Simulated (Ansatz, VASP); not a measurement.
# NaF: VASP beside Ansatz

INCAR

```
ALGO = Normal ; EDIFF = 1E-7
ENCUT = 520 ; GGA = CA
ISIF = 2 ; ISMEAR = -1
LASPH = T ; LCHARG = T
LELF = T ; LREAL = F
LVHAR = T ; LWAVE = F
NBANDS = 14 ; NELM = 100
PREC = Accurate ; SIGMA = 0.02
```

The input KPOINTS:

```
k-points
0
Gamma
  11 11 11
```

The input POSCAR:

```
NaF
1.0
    0.0000000000      2.3497833620      2.3497833620
    2.3497833620      0.0000000000      2.3497833620
    2.3497833620      2.3497833620      0.0000000000
Na F
1 1
Direct
    0.0000000000      0.0000000000      0.0000000000
    0.5000000000      0.5000000000      0.5000000000
```

Input for Ansatz:

```yaml
crystal:
  lattice:
    - [0.0, 2.349783362, 2.349783362]
    - [2.349783362, 0.0, 2.349783362]
    - [2.349783362, 2.349783362, 0.0]
  atoms:
    - { symbol: Na, position: [0.0, 0.0, 0.0] }
    - { symbol: F, position: [0.5, 0.5, 0.5] }
kpoints:
  mp_grid: { grid: [11, 11, 11] }
  band_path:
    path:
      - [0.0, 0.0, 0.0]
      - [0.5, 0.0, 0.5]
      - [0.625, 0.25, 0.625]
      - [0.375, 0.375, 0.75]
      - [0.0, 0.0, 0.0]
      - [0.5, 0.5, 0.5]
      - [0.5, 0.25, 0.75]
      - [0.5, 0.0, 0.5]
    npoints: 14
scf:
  occupations: { method: fermi_dirac, width: 0.02 }
hamiltonian:
  xc: lda
  pseudopotentials: { kind: all_electron, lapw: { basis_error: 0.0005 } }
output:
  forces: true
  stress: true
  eigenvalues: true
  populations: true
basis:
  xc_grid: 4
```

Alike in both runs: task single point; functional LDA; k mesh 11 × 11 × 11; occupations fermi-dirac, width 0.02 eV; no spin polarisation.

|  | VASP | Ansatz |
| --- | --- | --- |
| version | VASP 6.6.1 | Ansatz 0.2.0 |
| potentials or method | VASP PAW LDA potentials, release 64 (Na_pv, F), cutoff 520 eV | all-electron LAPW, scalar-relativistic |

```csv
,VASP,Ansatz,Ansatz less VASP
gap on the k mesh at the Fermi level (eV),5.74,5.75,+0.010
pressure (GPa),-5.9,-5.8,+0.11
```

LDA's correlation is that of Perdew and Zunger in VASP and of Perdew and Wang (1992) in Ansatz. Ansatz ran all-electron here, and VASP with PAW potentials.
